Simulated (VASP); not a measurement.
# Cu2O (Pn-3m) in VASP: single point with PBE

Aim: the single point of Cu2O with PBE.

All numbers are computed with VASP 6.6.1; they aren't measurements. Logs are shortened: lines on timing, memory, paths and dates and some standing lists are left out, and cuts for length are marked.

**What was measured.**

“Importance of surface oxygen vacancies for ultrafast hot carrier relaxation and transport in Cu2O”, 2021, arxiv:2103.03167 quotes, for a bulk crystal of Cu2O: band gap 2.17 eV (direct).

The results are compared with them further down.

## 1. The cell of the first run

It takes space group Pn-3m (No. 224, cubic). The conventional cell has a = 4.298 Å, b = 4.298 Å, c = 4.298 Å, α = 90.00°, β = 90.00°, γ = 90.00°. Within 2.5 Å of Cu (site symmetry -3m) lie 2 O at 1.86 Å. Within 2.5 Å of O (site symmetry -43m) lie 4 Cu at 1.86 Å.

## 2. Single point, PBE, collinear spin

Contents of INCAR:

```
PREC = Accurate
ENCUT = 600
EDIFF = 1E-6
ISMEAR = 0
SIGMA = 0.05
LREAL = F
LASPH = T
NELM = 200
ALGO = Normal
ISIF = 2
LWAVE = F
LCHARG = F
ISPIN = 2
MAGMOM = 1 1 -1 -1 0 0
LORBIT = 11
LMAXMIX = 4
GGA = PE
NBANDS = 41
GGA_COMPAT = F
KPAR = 4
```

Contents of KPOINTS:

```
regular mesh
0
Gamma
  8 8 8
```

Contents of POSCAR:

```
Cu2O
1.0
    4.2982801501      0.0000000000      0.0000000000
    0.0000000000      4.2982801501      0.0000000000
    0.0000000000      0.0000000000      4.2982801501
Cu O
4 2
Direct
    0.2500000000      0.2500000000      0.2500000000
    0.2500000000      0.7500000000      0.7500000000
    0.7500000000      0.7500000000      0.2500000000
    0.7500000000      0.2500000000      0.7500000000
    0.0000000000      0.0000000000      0.0000000000
    0.5000000000      0.5000000000      0.5000000000
```

Potentials or basis: VASP PAW PBE potentials, release 64 (Cu, O).

Run with:

```sh
> cat potpaw_PBE.64/Cu/POTCAR potpaw_PBE.64/O/POTCAR > POTCAR
> mpirun -np 4 vasp_std > vasp.out
```

OUTCAR:

```text
PREC = Accurate
   ENCUT = 600
   EDIFF = 1E-6
   ISMEAR = 0
   LREAL = F
   LASPH = T
   NELM = 200
   ISIF = 2
   ISPIN = 2
   LORBIT = 11
   GGA = PE

 ion  position               nearest neighbor table
   1  0.250  0.250  0.250-   5 1.86   6 1.86
   2  0.250  0.750  0.750-   5 1.86   6 1.86
   3  0.750  0.750  0.250-   5 1.86   6 1.86
   4  0.750  0.250  0.750-   5 1.86   6 1.86
   5  0.000  0.000  0.000-   1 1.86   2 1.86   3 1.86   4 1.86
   6  0.500  0.500  0.500-   1 1.86   2 1.86   3 1.86   4 1.86

  LATTYP: Found a simple cubic cell.
 ALAT       =     4.2982801501

  Lattice vectors:

 A1 = (   4.2982801501,   0.0000000000,   0.0000000000)
 A2 = (   0.0000000000,   4.2982801501,   0.0000000000)
 A3 = (   0.0000000000,   0.0000000000,   4.2982801501)

Analysis of symmetry for initial positions (statically):
=====================================================================
 Subroutine PRICEL returns:
 Original cell was already a primitive cell.

 Routine SETGRP: Setting up the symmetry group for a
 simple cubic supercell.

 Subroutine GETGRP returns: Found 48 space group operations
 (whereof 24 operations were pure point group operations)
 out of a pool of 48 trial point group operations.

The static configuration has the point symmetry T_d .
 The point group associated with its full space group is O_h .

Analysis of symmetry for dynamics (positions and initial velocities):
=====================================================================
 Subroutine PRICEL returns:
 Original cell was already a primitive cell.

 Routine SETGRP: Setting up the symmetry group for a
 simple cubic supercell.

 Subroutine GETGRP returns: Found 48 space group operations
 (whereof 24 operations were pure point group operations)
 out of a pool of 48 trial point group operations.

The dynamic configuration has the point symmetry T_d .
 The point group associated with its full space group is O_h .

Analysis of structural, dynamic, and magnetic symmetry:
=====================================================================
 Subroutine PRICEL returns:
 Original cell was already a primitive cell.

 Routine SETGRP: Setting up the symmetry group for a
 simple cubic supercell.

 Subroutine GETGRP returns: Found 16 space group operations
 (whereof  8 operations were pure point group operations)
 out of a pool of 48 trial point group operations.

The overall configuration has the point symmetry D_2d.
 The point group associated with its full space group is D_4h.

 Subroutine INISYM returns: Found 16 space group operations
 (whereof  8 operations are pure point group operations),
 and found     1 'primitive' translations

----------------------------------------------------------------------------------------

                                     Primitive cell

  volume of cell :      79.4116

  direct lattice vectors                    reciprocal lattice vectors
     4.298280150  0.000000000  0.000000000     0.232651192  0.000000000  0.000000000
     0.000000000  4.298280150  0.000000000     0.000000000  0.232651192  0.000000000
     0.000000000  0.000000000  4.298280150     0.000000000  0.000000000  0.232651192

  length of vectors
     4.298280150  4.298280150  4.298280150     0.232651192  0.232651192  0.232651192

  position of ions in fractional coordinates (direct lattice)
     0.250000000  0.250000000  0.250000000
     0.250000000  0.750000000  0.750000000
     0.750000000  0.750000000  0.250000000
     0.750000000  0.250000000  0.750000000
     0.000000000  0.000000000  0.000000000
     0.500000000  0.500000000  0.500000000

  ion indices of the primitive-cell ions
   primitive index   ion index
                 1           1
                 2           2
                 3           3
                 4           4
                 5           5
                 6           6

----------------------------------------------------------------------------------------

 KPOINTS: regular mesh

Automatic generation of k-mesh.
 Grid dimensions read from file:
 generate k-points for:    8    8    8

 Generating k-lattice:

  Cartesian coordinates                     Fractional coordinates (reciprocal lattice)
     0.029081399  0.000000000  0.000000000     0.125000000  0.000000000  0.000000000
     0.000000000  0.029081399  0.000000000     0.000000000  0.125000000  0.000000000
     0.000000000  0.000000000  0.029081399     0.000000000  0.000000000  0.125000000

  Length of vectors
     0.029081399  0.029081399  0.029081399

  Shift w.r.t. Gamma in fractional coordinates (k-lattice)
     0.000000000  0.000000000  0.000000000

 Subroutine IBZKPT returns following result:
 ===========================================

 Found     75 irreducible k-points:

 Following reciprocal coordinates:
            Coordinates               Weight
  0.000000  0.000000  0.000000      1.000000
  0.125000  0.000000  0.000000      2.000000
  0.000000  0.125000  0.000000      4.000000
  0.250000  0.000000  0.000000      2.000000
  0.000000  0.250000  0.000000      4.000000
  0.375000  0.000000  0.000000      2.000000
[... 16 lines left out ...]
  0.375000  0.250000  0.000000      8.000000
  0.000000  0.375000  0.250000      8.000000
 [... further k-points ...]
   k-points           NKPTS =     75   k-points in BZ     NKDIM =     75   number of bands    NBANDS=     41
   number of dos      NEDOS =    301   number of ions     NIONS =      6
   total plane-waves  NPLWV =  46656
   dimension x,y,z NGX =    36 NGY =   36 NGZ =   36
   dimension x,y,z NGXF=    72 NGYF=   72 NGZF=   72
   ions per type =               4   2
   NGX,Y,Z   is equivalent  to a cutoff of  13.92, 13.92, 13.92 a.u.
   NGXF,Y,Z  is equivalent  to a cutoff of  27.85, 27.85, 27.85 a.u.
 SYSTEM =  unknown system
   PREC   = accura    normal or accurate (medium, high low for compatibility)
   ISTART =      0    job   : 0-new  1-cont  2-samecut
   ICHARG =      2    charge: 1-file 2-atom 10-const
   ISPIN  =      2    spin polarized calculation?
   LNONCOLLINEAR =      F non collinear calculations
   LSORBIT =      F    spin-orbit coupling
   LASPH  =      T    aspherical Exc in radial PAW
   ENCUT  =  600.0 eV  44.10 Ry    6.64 a.u.   8.58  8.58  8.58*2*pi/ulx,y,z
   NELM   =    200;   NELMIN=  2; NELMDL= -5     # of ELM steps
   EDIFF  = 0.1E-05   stopping-criterion for ELM
   LREAL  =      F    real-space projection
[... 7 lines left out ...]
   TEBEG  =    0.0;   TEEND  =   0.0 temperature during run
   PSTRESS=    0.0 pullay stress
   NELECT =      56.0000    total number of electrons
   NUPDOWN=      -1.0000    fix difference up-down
   EMIN   =  10.00;   EMAX   =-10.00  energy-range for DOS
   EFERMI =   0.00;   METHOD = LEGACY
   ISMEAR =     0;   SIGMA  =   0.05  broadening in eV -4-tet -1-fermi 0-gaus
   EFERMI_NEDOS =   21; number of points for ismear=-14 and -15
   IALGO  =     38    algorithm
   IMIX   =      4    mixing-type and parameters
     AMIX     =   0.40;   BMIX     =  1.00
     AMIX_MAG =   1.60;   BMIX_MAG =  1.00
  volume/ion in A,a.u.               =      13.24        89.32
  Fermi-wavevector in a.u.,A,eV,Ry     =   1.457167  2.753647 28.889753  2.123337
  Thomas-Fermi vector in A             =   2.574000
   LORBIT       =     11    0 simple, 1 ext, 2 COOP (PROOUT), +10 PAW based schemes
   GGA     = PE    functional components
   LHFCALC =     F    Hartree Fock is set to
   AEXX    =    0.0000 exact exchange contribution
   IVDW    =     0    specifies the selected vdW correction
   LEPSILON=     F    determine dielectric tensor
   LRPA    =     F    only Hartree local field effects (RPA)
 spin polarized calculation
 Gauss-broadening in eV      SIGMA  =   0.05
  energy-cutoff  :      600.00
  volume of cell :       79.41
 maximum number of plane-waves:      2680
 NGX is ok and might be reduce to    36
   NGX = 17   NGY = 17   NGZ = 17

 number of electron      55.9999966 magnetization      -0.0000000

 number of electron      55.9999966 magnetization       0.0000000

 Free energy of the ion-electron system (eV)
  ---------------------------------------------------
  ext. energy  EPLUGINS =         0.00000000
  ---------------------------------------------------
  free energy    TOTEN  =       -27.29214470 eV

  energy without entropy =      -27.29214470  energy(sigma->0) =      -27.29214470

 E-fermi :   4.7551     XC(G=0): -10.9016

 val. band max:        4.4749755294   @ k =   0.0000   0.0000   0.0000
 cond. band min:       4.9550617341   @ k =   0.0000   0.0000   0.0000
 fundamental gap:      0.4800862047
 Fermi energy:         4.7550603144

 spin component 1

 k-point     1 :       0.0000    0.0000    0.0000
  band No.  band energies     occupation
      1     -15.4656      1.00000
      2     -14.7780      1.00000
      3      -2.5438      1.00000
      4      -2.5438      1.00000
      5      -2.5438      1.00000
      6      -0.2206      1.00000
[... 32 lines left out ...]
     39      16.9998      0.00000
     40      17.0000      0.00000

 k-point     2 :       0.1250    0.0000    0.0000
  band No.  band energies     occupation
      1     -15.4390      1.00000
      2     -14.8035      1.00000
      3      -2.5073      1.00000
      4      -2.4875      1.00000
      5      -2.4875      1.00000
      6      -0.6152      1.00000
[... 935 lines left out ...]
     39      16.7254      0.00000
     40      17.1302      0.00000

 k-point    24 :       0.0000    0.3750    0.2500
  band No.  band energies     occupation
      1     -15.2030      1.00000
      2     -15.0159      1.00000
      3      -2.5707      1.00000
      4      -2.2707      1.00000
      5      -1.7179      1.00000
      6      -1.6026      1.00000
[... 32 lines left out ...]
     39      16.7254      0.00000
     40      17.1302      0.00000

 [... further k-points ...]

 spin component 2

 k-point     1 :       0.0000    0.0000    0.0000
  band No.  band energies     occupation
      1     -15.4656      1.00000
      2     -14.7780      1.00000
      3      -2.5438      1.00000
      4      -2.5438      1.00000
      5      -2.5438      1.00000
      6      -0.2206      1.00000
[... 32 lines left out ...]
     39      16.9999      0.00000
     40      16.9999      0.00000

 k-point     2 :       0.1250    0.0000    0.0000
  band No.  band energies     occupation
      1     -15.4390      1.00000
      2     -14.8035      1.00000
      3      -2.5073      1.00000
      4      -2.4875      1.00000
      5      -2.4875      1.00000
      6      -0.6152      1.00000
[... 935 lines left out ...]
     39      16.7254      0.00000
     40      17.1302      0.00000

 k-point    24 :       0.0000    0.3750    0.2500
  band No.  band energies     occupation
      1     -15.2030      1.00000
      2     -15.0159      1.00000
      3      -2.5707      1.00000
      4      -2.2707      1.00000
      5      -1.7179      1.00000
      6      -1.6026      1.00000
[... 32 lines left out ...]
     39      16.7254      0.00000
     40      17.1302      0.00000

 [... further k-points ...]

 [bands above 40 left out]

------------------------ aborting loop because EDIFF is reached ----------------------------------------

  FORCE on cell =-STRESS in cart. coord.  units (eV):
  Direction    XX          YY          ZZ          XY          YZ          ZX
  --------------------------------------------------------------------------------------
  -------------------------------------------------------------------------------------
  Total        0.3577014      0.3576413      0.3576413     -0.0000000      0.0000000      0.0000000
  in kB        7.2168399      7.2156274      7.2156274     -0.0000000      0.0000000      0.0000000
  external PRESSURE =       7.2160316 kB  Pullay stress =       0.0000000 kB

 VOLUME and BASIS-vectors are now :
 -----------------------------------------------------------------------------
  energy-cutoff  :      600.00
  volume of cell :       79.41
      direct lattice vectors                 reciprocal lattice vectors
     4.298280150  0.000000000  0.000000000     0.232651192  0.000000000  0.000000000
     0.000000000  4.298280150  0.000000000     0.000000000  0.232651192  0.000000000
     0.000000000  0.000000000  4.298280150     0.000000000  0.000000000  0.232651192

 POSITION                                       TOTAL-FORCE (eV/Angst)
 -----------------------------------------------------------------------------------
      1.07457      1.07457      1.07457         0.000000     -0.000000      0.000000
      1.07457      3.22371      3.22371        -0.000000      0.000000     -0.000000
      3.22371      3.22371      1.07457        -0.000000      0.000000     -0.000000
      3.22371      1.07457      3.22371        -0.000000     -0.000000     -0.000000
      0.00000      0.00000      0.00000         0.000000      0.000000      0.000000
      2.14914      2.14914      2.14914         0.000000      0.000000      0.000000
 -----------------------------------------------------------------------------------
    total drift:                                0.000000      0.000000      0.000000

  FREE ENERGIE OF THE ION-ELECTRON SYSTEM (eV)
  ---------------------------------------------------
  free  energy   TOTEN  =       -27.2921447021 eV

  energy  without entropy=      -27.2921447021  energy(sigma->0) =      -27.29214470

 total charge

# of ion       s       p       d       tot
------------------------------------------
    1        0.416   0.309   9.224   9.950
    2        0.416   0.309   9.224   9.950
    3        0.416   0.309   9.224   9.950
    4        0.416   0.309   9.224   9.950
    5        1.541   3.472   0.000   5.013
    6        1.541   3.472   0.000   5.013
--------------------------------------------------
tot          4.745   8.180  36.897  49.823

 magnetization (x)

# of ion       s       p       d       tot
------------------------------------------
    1       -0.000   0.000   0.000   0.000
    2       -0.000   0.000   0.000   0.000
    3        0.000  -0.000  -0.000  -0.000
    4        0.000  -0.000  -0.000  -0.000
    5        0.000   0.000   0.000   0.000
    6        0.000   0.000   0.000   0.000
--------------------------------------------------
tot          0.000   0.000   0.000   0.000
```

Wall time 3.7 min (4 MPI ranks of Oxide Virtual Turin-like, shared host); peak memory 0.5 GiB.

What came out:

| Property | Result |
| --- | --- |
| Free energy | -27.2921 eV |
| Pressure | 0.7 GPa |
| Band gap on the k mesh | 0.48 eV |
| Net moment | 0.00 μB per cell |
| Valence electrons inside the program's atomic spheres | Cu 9.95; O 5.01 |

Levels at points of the mesh, in eV from the valence-band top:
Spin up:
| k point | band 24 | band 25 | band 26 | band 27 | band 28 | band 29 | band 30 | band 31 | band 32 | band 33 |
| --- | --- | --- | --- | --- | --- | --- | --- | --- | --- | --- |
| (0.00, 0.00, 0.00) | -1.51 | -1.51 | 0.00 | 0.00 | 0.00 | 0.48 | 1.34 | 1.34 | 7.79 | 7.79 |
| (0.50, 0.00, 0.00) | -1.62 | -1.15 | -1.15 | -0.38 | -0.38 | 2.21 | 2.21 | 4.25 | 4.25 | 7.29 |
| (0.00, 0.50, 0.00) | -1.62 | -1.15 | -1.15 | -0.38 | -0.38 | 2.21 | 2.21 | 4.25 | 4.25 | 7.29 |
| (0.50, 0.50, 0.00) | -1.42 | -1.16 | -1.16 | -0.63 | -0.63 | 1.91 | 1.91 | 3.81 | 3.81 | 6.74 |
| (0.00, 0.50, 0.50) | -1.42 | -1.16 | -1.16 | -0.63 | -0.63 | 1.91 | 1.91 | 3.81 | 3.81 | 6.74 |
| (0.50, 0.50, 0.50) | -1.56 | -0.97 | -0.55 | -0.55 | -0.55 | 2.51 | 2.51 | 2.51 | 4.80 | 4.80 |
Spin down:
```csv
k point,band 24,band 25,band 26,band 27,band 28,band 29,band 30,band 31,band 32,band 33
"(0.00, 0.00, 0.00)",-1.51,-1.51,0.00,0.00,0.00,0.48,1.34,1.34,7.79,7.79
"(0.50, 0.00, 0.00)",-1.62,-1.15,-1.15,-0.38,-0.38,2.21,2.21,4.25,4.25,7.29
"(0.00, 0.50, 0.00)",-1.62,-1.15,-1.15,-0.38,-0.38,2.21,2.21,4.25,4.25,7.29
"(0.50, 0.50, 0.00)",-1.42,-1.16,-1.16,-0.63,-0.63,1.91,1.91,3.81,3.81,6.74
"(0.00, 0.50, 0.50)",-1.42,-1.16,-1.16,-0.63,-0.63,1.91,1.91,3.81,3.81,6.74
"(0.50, 0.50, 0.50)",-1.56,-0.97,-0.55,-0.55,-0.55,2.51,2.51,2.51,4.80,4.80
```

Caveat: semilocal functionals underestimate gaps, and a narrow one can read as zero.

## 3. Against experiment

Step 2. Measured gap of Cu2O: 2.17 eV (direct; quoted in “Importance of surface oxygen vacancies for ultrafast hot carrier relaxation and transport in Cu2O”, 2021, arxiv:2103.03167). This calculation gives 0.48 eV (-1.69 eV). So large a miss can be the level of theory's own, or it may mean another phase, state or a wrong row. The value is that of PBE on a finite k mesh, which can miss the band edges, without temperature or zero-point motion. Semilocal functionals fall short of measured gaps as a rule.
